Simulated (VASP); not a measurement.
# HfH2: single point with PBEsol

The system is HfH2.

```
Hf H
1.0
     3.39498    0.00000    0.00000
     0.00000    3.39498    0.00000
     0.00000    0.00000    4.15292
Hf H
2 4
Direct
  0.00000 0.00000 0.00000
  0.50000 0.50000 0.50000
  0.00000 0.50000 0.25000
  0.50000 0.00000 0.25000
  0.50000 0.00000 0.75000
  0.00000 0.50000 0.75000
```

This cell differs from its parent crystal: equal strain along all axes, cell held: -2.0 %.

```yaml
Program: VASP 6.6.1
Task: single point
Functional: PBEsol
Potentials_or_basis: VASP PAW PBE potentials, release 64 (Hf_pv, H)
Cutoff: 520 eV
k_mesh: 10 × 10 × 8
Occupations: gaussian, width 0.1 eV
Spin: no spin polarisation
```

- Pressure: 10.0 GPa
- Band gap on the k mesh: zero (band 12 reaches 6.66 eV, above the bottom of band 13 at 5.36 eV)

Stress tensor (GPa, compression positive):
```
10.66  0.00  0.00
 0.00 10.66  0.00
 0.00  0.00  8.65
```

Levels at points of the mesh, in eV from the Fermi level:
| k point | band 9 | band 10 | band 11 | band 12 | band 13 | band 14 | band 15 | band 16 |
| --- | --- | --- | --- | --- | --- | --- | --- | --- |
| (0.00, 0.00, 0.00) | -4.15 | -3.91 | -1.12 | -0.49 | -0.49 | 0.53 | 1.91 | 3.59 |
| (0.50, 0.00, 0.00) | -5.28 | -5.28 | -1.56 | -1.56 | 0.91 | 0.91 | 1.86 | 1.86 |
| (0.50, 0.50, 0.00) | -5.71 | -5.71 | -4.48 | -4.48 | 4.33 | 4.33 | 4.56 | 4.56 |
| (0.00, 0.00, 0.50) | -6.28 | -6.28 | 0.81 | 0.81 | 0.81 | 0.81 | 0.88 | 0.88 |
| (0.50, 0.00, 0.50) | -5.06 | -5.06 | -1.02 | -1.02 | 0.84 | 0.84 | 4.17 | 4.17 |
| (0.50, 0.50, 0.50) | -6.38 | -6.38 | -2.56 | -2.56 | 1.68 | 1.68 | 4.38 | 4.38 |

Run time: 36 s on 1 thread of Intel(R) Xeon(R) 6975P-C (Granite Rapids), on a shared host, peak memory 0.22 GiB.

Caveat: the cell differs from its parent crystal (equal strain along all axes, cell held: -2.0 %); the PAW data sets were made with another functional, which shifts forces and pressure a little; spin-orbit coupling is left out, which moves the levels of the heavy elements.
